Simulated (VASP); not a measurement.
# ZnCdO (P4_2/mmc) in VASP: notebook

ZnCdO is run at these levels: PBE; tasks: single point, relaxation of cell and atoms.

Program: VASP 6.6.1. These are calculated values, not measurements. Logs are shortened: lines on timing, memory, paths and dates and some standing lists are left out, and cuts for length are marked.

**1. The cell of the first run**

The structure is tetragonal, space group P4_2/mmc (No. 131). Conventional cell: a = 3.668 Å, b = 3.668 Å, c = 7.179 Å, α = 90.00°, β = 90.00°, γ = 90.00°. Zn (site symmetry mmm) has 2 O at 1.83 Å within 2.4 Å. Within 3.4 Å of Cd (site symmetry -4m2) lie 4 O at 2.57 Å and 8 Zn at 3.15 Å. Within 2.4 Å of O (site symmetry mmm) lie 2 Zn at 1.83 Å.

**2. Single point, PBE, collinear spin, ferromagnetic start**

File INCAR:

```
ALGO = Normal
EDIFF = 1E-6
ENCUT = 520
GGA = PE
ISIF = 2
ISMEAR = 0
ISPIN = 2
LASPH = T
LCHARG = F
LORBIT = 11
LREAL = F
LWAVE = F
MAGMOM = 0 0 0 0 1 1
NBANDS = 43
NELM = 150
PREC = Accurate
SIGMA = 0.1
```

File KPOINTS:

```
k-points
0
Gamma
  6 6 4
```

File POSCAR:

```
ZnCdO
1.0
    3.6675825100      0.0000000000      0.0000000000
    0.0000000000      3.6675825100      0.0000000000
    0.0000000000      0.0000000000      7.1792809800
Zn Cd O
2 2 2
Direct
    0.5000000000      0.5000000000      0.0000000000
    0.5000000000      0.5000000000      0.5000000000
    0.0000000000      0.0000000000      0.2500000000
    0.0000000000      0.0000000000      0.7500000000
    0.0000000000      0.5000000000      0.0000000000
    0.5000000000      0.0000000000      0.5000000000
```

Potentials or basis: VASP PAW PBE potentials, release 64 (Zn, Cd, O).

Launch:

```sh
> cat potpaw_PBE.64/Zn/POTCAR potpaw_PBE.64/Cd/POTCAR potpaw_PBE.64/O/POTCAR > POTCAR
> mpirun -np 1 vasp_std > vasp.out
```

OUTCAR:

```text
EDIFF = 1E-6
   ENCUT = 520
   GGA = PE
   ISIF = 2
   ISMEAR = 0
   ISPIN = 2
   LASPH = T
   LORBIT = 11
   LREAL = F
   NELM = 150
   PREC = Accurate

 ion  position               nearest neighbor table
   1  0.500  0.500  0.000-   5 1.83   5 1.83   3 3.15   3 3.15   4 3.15   3 3.15   4 3.15   4 3.15
                             3 3.15   4 3.15
   2  0.500  0.500  0.500-   6 1.83   6 1.83   3 3.15   3 3.15   4 3.15   4 3.15   3 3.15   4 3.15
                             3 3.15   4 3.15
   3  0.000  0.000  0.250-   5 2.57   6 2.57   5 2.57   6 2.57   1 3.15   2 3.15   1 3.15   1 3.15
                             2 3.15   2 3.15   1 3.15   2 3.15   4 3.59   4 3.59
   4  0.000  0.000  0.750-   5 2.57   6 2.57   5 2.57   6 2.57   1 3.15   2 3.15   1 3.15   1 3.15
                             2 3.15   2 3.15   1 3.15   2 3.15   3 3.59   3 3.59
   5  0.000  0.500  0.000-   1 1.83   1 1.83   4 2.57   3 2.57   4 2.57   3 2.57
   6  0.500  0.000  0.500-   2 1.83   2 1.83   4 2.57   3 2.57   3 2.57   4 2.57

  LATTYP: Found a simple tetragonal cell.
 ALAT       =     3.6675825100
 C/A-ratio  =     1.9574967872

  Lattice vectors:

 A1 = (   3.6675825100,   0.0000000000,   0.0000000000)
 A2 = (   0.0000000000,   3.6675825100,   0.0000000000)
 A3 = (   0.0000000000,   0.0000000000,   7.1792809800)

Analysis of symmetry for initial positions (statically):
=====================================================================
 Subroutine PRICEL returns:
 Original cell was already a primitive cell.

 Routine SETGRP: Setting up the symmetry group for a
 simple tetragonal supercell.

 Subroutine GETGRP returns: Found 16 space group operations
 (whereof  8 operations were pure point group operations)
 out of a pool of 16 trial point group operations.

The static configuration has the point symmetry D_2h.
 The point group associated with its full space group is D_4h.

Analysis of symmetry for dynamics (positions and initial velocities):
=====================================================================
 Subroutine PRICEL returns:
 Original cell was already a primitive cell.

 Routine SETGRP: Setting up the symmetry group for a
 simple tetragonal supercell.

 Subroutine GETGRP returns: Found 16 space group operations
 (whereof  8 operations were pure point group operations)
 out of a pool of 16 trial point group operations.

The dynamic configuration has the point symmetry D_2h.
 The point group associated with its full space group is D_4h.

Analysis of structural, dynamic, and magnetic symmetry:
=====================================================================
 Subroutine PRICEL returns:
 Original cell was already a primitive cell.

[... 160 lines left out ...]
  ---------------------------------------------------
  ext. energy  EPLUGINS =         0.00000000
  ---------------------------------------------------
  free energy    TOTEN  =       -15.33047477 eV

  energy without entropy =      -15.32234921  energy(sigma->0) =      -15.32641199

 E-fermi :   3.0457     XC(G=0): -10.7522

 val. band max:        3.0049572035   @ k =   0.5000   0.3333   0.5000
 cond. band min:       3.0563599915   @ k =   0.5000   0.3333   0.5000
 fundamental gap:      0.0514027880
 Fermi energy:         3.0456735018

 spin component 1

 k-point     1 :       0.0000    0.0000    0.0000
  band No.  band energies     occupation
      1     -17.0309      1.00000
      2     -16.9432      1.00000
      3      -6.2098      1.00000
      4      -6.1353      1.00000
      5      -6.1232      1.00000
      6      -6.1232      1.00000
[... 1069 lines left out ...]
     41      12.5325      0.00000
     42      13.2734      0.00000

 [... further k-points ...]

 spin component 2

 k-point     1 :       0.0000    0.0000    0.0000
  band No.  band energies     occupation
      1     -17.0308      1.00000
      2     -16.9432      1.00000
      3      -6.2098      1.00000
      4      -6.1352      1.00000
      5      -6.1232      1.00000
      6      -6.1232      1.00000
[... 1069 lines left out ...]
     41      12.5327      0.00000
     42      13.2736      0.00000

 [... further k-points ...]

 [bands above 42 left out]

------------------------ aborting loop because EDIFF is reached ----------------------------------------

  FORCE on cell =-STRESS in cart. coord.  units (eV):
  Direction    XX          YY          ZZ          XY          YZ          ZX
  --------------------------------------------------------------------------------------
  -------------------------------------------------------------------------------------
  Total        5.9730953      5.9730953      3.7820278      0.0000000      0.0000000      0.0000000
  in kB       99.0990047     99.0990047     62.7472304      0.0000000      0.0000000      0.0000000
  external PRESSURE =      86.9817466 kB  Pullay stress =       0.0000000 kB

 VOLUME and BASIS-vectors are now :
 -----------------------------------------------------------------------------
  energy-cutoff  :      520.00
  volume of cell :       96.57
      direct lattice vectors                 reciprocal lattice vectors
     3.667582510  0.000000000  0.000000000     0.272659169  0.000000000  0.000000000
     0.000000000  3.667582510  0.000000000     0.000000000  0.272659169  0.000000000
     0.000000000  0.000000000  7.179280980     0.000000000  0.000000000  0.139289715

 POSITION                                       TOTAL-FORCE (eV/Angst)
 -----------------------------------------------------------------------------------
      1.83379      1.83379      0.00000         0.000000      0.000000     -0.000000
      1.83379      1.83379      3.58964         0.000000      0.000000     -0.000000
      0.00000      0.00000      1.79482        -0.000000      0.000000      0.000000
      0.00000      0.00000      5.38446         0.000000      0.000000     -0.000000
      0.00000      1.83379      0.00000         0.000000      0.000000     -0.000000
      1.83379      0.00000      3.58964         0.000000      0.000000     -0.000000
 -----------------------------------------------------------------------------------
    total drift:                                0.000000      0.000000      0.000000

  FREE ENERGIE OF THE ION-ELECTRON SYSTEM (eV)
  ---------------------------------------------------
  free  energy   TOTEN  =       -15.3304747684 eV

  energy  without entropy=      -15.3223492102  energy(sigma->0) =      -15.32641199

 total charge

# of ion       s       p       d       tot
------------------------------------------
    1        0.557   0.453   9.840  10.850
    2        0.557   0.453   9.840  10.850
    3        0.487   0.198   9.544  10.228
    4        0.487   0.198   9.544  10.228
    5        1.610   3.379   0.000   4.989
    6        1.610   3.379   0.000   4.989
--------------------------------------------------
tot          5.308   8.060  38.767  52.135

 magnetization (x)

# of ion       s       p       d       tot
------------------------------------------
    1        0.000   0.000  -0.000   0.000
    2        0.000   0.000  -0.000   0.000
    3        0.000   0.000  -0.000   0.000
    4        0.000   0.000  -0.000   0.000
    5        0.000   0.000   0.000   0.000
    6        0.000   0.000   0.000   0.000
--------------------------------------------------
tot          0.000   0.000  -0.000   0.000
```

stdout:

```text
POSCAR found type information on POSCAR ZnCdO
 POSCAR found :  3 types and       6 ions
 scaLAPACK will be used
 LDA part: xc-table for (Slater+PW92), standard interpolation
 POSCAR, INCAR and KPOINTS ok, starting setup
 FFT: planning ... GRIDC
 FFT: planning ... GRID_SOFT
 FFT: planning ... GRID
 WAVECAR not read
 entering main loop
```

It took 2 min on 1 thread of Intel Xeon 6975P-C (Granite Rapids), shared host; peak memory 0.34 GiB.

What came out:

| Property | Result |
| --- | --- |
| Free energy | -15.3305 eV |
| Pressure | 8.7 GPa |
| Band gap on the k mesh | zero (filled and empty bands overlap) |
| Net moment | 0.00 μB per cell |
| Valence electrons inside the program's atomic spheres | Zn 10.85; Cd 10.23; O 4.99 |

Stress tensor (GPa, compression positive):
```
9.91 0.00 0.00
0.00 9.91 0.00
0.00 0.00 6.27
```

**3. Single point, PBE**

File INCAR:

```
PREC     = Accurate       # precision mode
ENCUT    = 520            # plane-wave cutoff, eV
EDIFF    = 1E-6           # SCF threshold, eV
ISMEAR   = 0              # smearing method
SIGMA    = 0.1            # smearing width, eV
LREAL    = False          # projectors in reciprocal space
LASPH    = True           # aspherical terms in the spheres
NELM     = 60             # most SCF steps
ALGO     = Normal         # electronic algorithm
ISIF     = 2              # what is computed and relaxed
LWAVE    = False          # write WAVECAR
LCHARG   = False          # write CHGCAR
GGA      = PE             # functional
NBANDS   = 39             # bands
```

File KPOINTS:

```
regular mesh
0
Gamma
  6 6 4
```

POSCAR is that of step 2.

Potentials or basis: VASP PAW PBE potentials, release 64 (Zn, Cd, O).

Launch:

```sh
> cat potpaw_PBE.64/Zn/POTCAR potpaw_PBE.64/Cd/POTCAR potpaw_PBE.64/O/POTCAR > POTCAR
> mpirun -np 1 vasp_std > vasp.out
```

Wall time 94 s (1 thread of Intel Xeon Platinum 8259CL at 2.50GHz (Skylake/Cascade Lake), shared host); peak memory 0.25 GiB.

It converged, with:

```yaml
Free_energy: -15.3305 eV
Pressure: 8.7 GPa
Band_gap_on_the_k_mesh: zero (band 30 reaches 3.20 eV, above the bottom of band 31 at 2.77 eV)
```

Stress tensor (GPa, compression positive):
```
9.93 0.00 0.00
0.00 9.93 0.00
0.00 0.00 6.30
```

Levels at points of the mesh, in eV from the Fermi level:
```
           k point  band 28  band 29  band 30  band 31  band 32  band 33
(0.00, 0.00, 0.00)    -4.22    -4.22    -1.58    -0.28     3.27     5.40
(0.50, 0.00, 0.00)    -3.32    -1.16    -0.69     0.04     0.13     2.12
(0.50, 0.50, 0.00)    -3.77    -0.99    -0.99     0.49     1.36     1.91
(0.00, 0.00, 0.50)    -4.25    -3.05    -3.05     1.72     1.72     4.56
(0.50, 0.00, 0.50)    -3.31    -1.90    -1.83     0.17     1.10     2.71
(0.50, 0.50, 0.50)    -3.96    -0.23    -0.23     1.30     1.30     2.14
```

**4. Single point, PBE**

This run uses another cell than the first one, of 21.26 Å³/atom, 1.321 times its volume.

File INCAR:

```
SYSTEM = ZnCdO
PREC = Accurate
ENCUT = 520
EDIFF = 1E-7
ISMEAR = 0
SIGMA = 0.1
LREAL = .FALSE.
LASPH = .TRUE.
NELM = 100
ALGO = Normal
ISIF = 2
LWAVE = .FALSE.
LCHARG = .TRUE.
GGA = PE
LELF = .TRUE.
LVHAR = .TRUE.
NBANDS = 39
```

File KPOINTS:

```
regular mesh
0
G
  6 6 4
  0 0 0
```

Edit POSCAR of step 3 so:

```diff
@@ -2,5 +2,5 @@
 1.0
-    3.6675825100      0.0000000000      0.0000000000
-    0.0000000000      3.6675825100      0.0000000000
-    0.0000000000      0.0000000000      7.1792809800
+    3.5119044367      0.0000000000      0.0000000000
+    0.0000000000      3.5119044367      0.0000000000
+    0.0000000000      0.0000000000     10.3402402292
 Zn Cd O
```

Potentials or basis: VASP PAW PBE potentials, release 64 (Zn, Cd, O).

Launch:

```sh
> cat potpaw_PBE.64/Zn/POTCAR potpaw_PBE.64/Cd/POTCAR potpaw_PBE.64/O/POTCAR > POTCAR
> mpirun -np 1 vasp_std > vasp.out
```

OUTCAR:

```text
SYSTEM = ZnCdO
   PREC = Accurate
   ENCUT = 520
   EDIFF = 1E-7
   ISMEAR = 0
   LREAL = .FALSE.
   LASPH = .TRUE.
   NELM = 100
   ISIF = 2
   GGA = PE

 ion  position               nearest neighbor table
   1  0.500  0.500  0.000-   5 1.76   5 1.76
   2  0.500  0.500  0.500-   6 1.76   6 1.76
   3  0.000  0.000  0.250-
   4  0.000  0.000  0.750-
   5  0.000  0.500  0.000-   1 1.76   1 1.76
   6  0.500  0.000  0.500-   2 1.76   2 1.76

  LATTYP: Found a simple tetragonal cell.
 ALAT       =     3.5119044367
 C/A-ratio  =     2.9443398633

  Lattice vectors:

 A1 = (   3.5119044367,   0.0000000000,   0.0000000000)
 A2 = (   0.0000000000,   3.5119044367,   0.0000000000)
 A3 = (   0.0000000000,   0.0000000000,  10.3402402292)

Analysis of symmetry for initial positions (statically):
=====================================================================
 Subroutine PRICEL returns:
 Original cell was already a primitive cell.

[... 174 lines left out ...]
  ext. energy  EPLUGINS =         0.00000000
  ---------------------------------------------------
  free energy    TOTEN  =       -15.75228527 eV

  energy without entropy =      -15.74330317  energy(sigma->0) =      -15.74779422

 E-fermi :   0.8978     XC(G=0):  -9.2588

 val. band max:        0.8492866201   @ k =   0.5000   0.1667   0.2500
 cond. band min:       0.9063516401   @ k =   0.5000   0.3333   0.0000
 fundamental gap:      0.0570650200
 Fermi energy:         0.8977770610

 k-point     1 :       0.0000    0.0000    0.0000
  band No.  band energies     occupation
      1     -18.2480      2.00000
      2     -18.2418      2.00000
      3      -7.5082      2.00000
      4      -7.5024      2.00000
      5      -7.3421      2.00000
      6      -7.3278      2.00000
[... 997 lines left out ...]
     38       8.6130      0.00000
     39       8.7742      0.00000

 [... further k-points ...]
[... 5 lines left out ...]
  --------------------------------------------------------------------------------------
  -------------------------------------------------------------------------------------
  Total        0.6682807      0.6682807      0.0927104      0.0000000      0.0000000      0.0000000
  in kB        8.3956341      8.3956341      1.1647241      0.0000000      0.0000000      0.0000000
  external PRESSURE =       5.9853308 kB  Pullay stress =       0.0000000 kB

 VOLUME and BASIS-vectors are now :
 -----------------------------------------------------------------------------
  energy-cutoff  :      520.00
  volume of cell :      127.53
      direct lattice vectors                 reciprocal lattice vectors
     3.511904437  0.000000000  0.000000000     0.284745789  0.000000000  0.000000000
     0.000000000  3.511904437  0.000000000     0.000000000  0.284745789  0.000000000
     0.000000000  0.000000000 10.340240229     0.000000000  0.000000000  0.096709552

 POSITION                                       TOTAL-FORCE (eV/Angst)
 -----------------------------------------------------------------------------------
      1.75595      1.75595      0.00000         0.000000      0.000000     -0.000000
      1.75595      1.75595      5.17012         0.000000      0.000000     -0.000000
      0.00000      0.00000      2.58506         0.000000      0.000000      0.000000
      0.00000      0.00000      7.75518         0.000000      0.000000     -0.000000
      0.00000      1.75595      0.00000         0.000000      0.000000     -0.000000
      1.75595      0.00000      5.17012         0.000000      0.000000     -0.000000
 -----------------------------------------------------------------------------------
    total drift:                                0.000000      0.000000      0.000000

  FREE ENERGIE OF THE ION-ELECTRON SYSTEM (eV)
  ---------------------------------------------------
  free  energy   TOTEN  =       -15.7522852728 eV

  energy  without entropy=      -15.7433031693  energy(sigma->0) =      -15.74779422
```

stdout:

```text
POSCAR found type information on POSCAR ZnCdO
 POSCAR found :  3 types and       6 ions
 scaLAPACK will be used
 LDA part: xc-table for (Slater+PW92), standard interpolation
 POSCAR, INCAR and KPOINTS ok, starting setup
 FFT: planning ... GRIDC
 FFT: planning ... GRID_SOFT
 FFT: planning ... GRID
 WAVECAR not read
 entering main loop
```

It took 2.7 min on 1 thread of Intel Xeon Platinum 8259CL at 2.50GHz (Skylake/Cascade Lake), shared host; peak memory 0.31 GiB.

Results:

```
Free energy            : -15.7523 eV
Pressure               : 0.6 GPa
Band gap on the k mesh : zero (band 30 reaches 1.70 eV, above the bottom of band 31 at -0.16 eV)
```

**5. Relaxation of cell and atoms, PBE**

File INCAR:

```
  PREC = Accurate
  ENCUT = 600
  EDIFF = 1E-6
  ISMEAR = 0
  SIGMA = 0.1
  LREAL = False
  LASPH = True
  NELM = 80
  ALGO = Normal
  ISIF = 3
  LWAVE = False
  LCHARG = False
  GGA = PE
  IBRION = 2
  NSW = 90
  EDIFFG = -0.04
```

File KPOINTS:

```
Automatic mesh
0
Gamma
  6 6 4
```

Edit POSCAR of step 4 so:

```diff
@@ -2,5 +2,5 @@
 1.0
-    3.5119044367      0.0000000000      0.0000000000
-    0.0000000000      3.5119044367      0.0000000000
-    0.0000000000      0.0000000000     10.3402402292
+    3.6675825100      0.0000000000      0.0000000000
+    0.0000000000      3.6675825100      0.0000000000
+    0.0000000000      0.0000000000      7.1792809800
 Zn Cd O
```

Launch:

```sh
> cat potpaw_PBE.64/Zn/POTCAR potpaw_PBE.64/Cd/POTCAR potpaw_PBE.64/O/POTCAR > POTCAR
> mpirun -np 1 vasp_std > vasp.out
```

It took 4.6 min on 1 thread of Intel Xeon Platinum 8259CL at 2.50GHz (Skylake/Cascade Lake), shared host; peak memory 0.3 GiB.

The run converged. Its results:

* Free energy: -15.5867 eV
* Relaxed volume: 17.77 Å³/atom
* Relaxed cell: a = 3.808 Å, b = 3.808 Å, c = 7.352 Å, α = 90.00°, β = 90.00°, γ = 90.00°
* Space group after relaxing (to 0.05 Å): P4_2/mmc (No. 131)
* Energy gained by relaxing: 42.1 meV/atom
* Ionic steps: 3
* Pressure after relaxing: 0.1 GPa
* Band gap on the k mesh: zero (band 30 reaches 2.41 eV, above the bottom of band 31 at 2.10 eV)

Stress tensor (GPa, compression positive):
```
-0.04  0.00  0.00
 0.00 -0.04  0.00
 0.00  0.00  0.25
```

The path:
| step | energy change (eV) | largest force (eV/Å) | pressure (GPa) | volume (Å³) |
| --- | --- | --- | --- | --- |
| 1 | 0.0000 | 0.0000 | 8.53 | 96.57 |
| 2 | -0.2419 | 0.0000 | -1.34 | 109.04 |
| 3 | -0.2527 | 0.0000 | 0.06 | 106.62 |

Final structure:
```
Zn Cd O
1.0
     3.80809    0.00000    0.00000
     0.00000    3.80809    0.00000
     0.00000    0.00000    7.35244
Zn Cd O
2 2 2
Direct
  0.50000 0.50000 0.00000
  0.50000 0.50000 0.50000
  0.00000 0.00000 0.25000
  0.00000 0.00000 0.75000
  0.00000 0.50000 0.00000
  0.50000 0.00000 0.50000
```

Levels at points of the mesh, in eV from the Fermi level:
```csv
k point,band 27,band 28,band 29,band 30,band 31,band 32,band 33,band 34
"(0.00, 0.00, 0.00)",-4.07,-3.84,-3.84,-1.67,-0.21,2.63,5.26,5.34
"(0.50, 0.00, 0.00)",-4.05,-3.12,-1.15,-0.88,0.07,0.23,1.92,2.05
"(0.50, 0.50, 0.00)",-3.53,-3.53,-0.72,-0.72,0.26,1.39,1.54,2.82
"(0.00, 0.00, 0.50)",-3.86,-3.86,-2.93,-2.93,1.54,1.54,4.09,4.09
"(0.50, 0.00, 0.50)",-3.70,-3.12,-1.90,-1.74,0.16,0.98,2.39,4.08
"(0.50, 0.50, 0.50)",-3.68,-3.68,-0.05,-0.05,1.00,1.00,2.16,2.16
```

**6. Summary**

```csv
task,spin,cell,cutoff (eV),gap on the mesh (eV),pressure (GPa)
single point,"collinear, ferromagnetic start","a = 3.668, b = 3.668, c = 7.179 Å, 6 atoms",520,none,8.7
single point,off,"a = 3.668, b = 3.668, c = 7.179 Å, 6 atoms",520,none,8.7
single point,off,"a = 3.512, b = 3.512, c = 10.340 Å, 6 atoms",520,none,0.6
relaxation of cell and atoms,off,"relaxed from a = 3.668, b = 3.668, c = 7.179 Å, 6 atoms",600,none,0.1
```

Alike in all rows: level PBE; potentials or basis VASP PAW PBE potentials, release 64 (Zn, Cd, O); k mesh 6 × 6 × 4; smearing gaussian 0.1 eV.

Absolute energies hang on the potentials; compare differences alone.
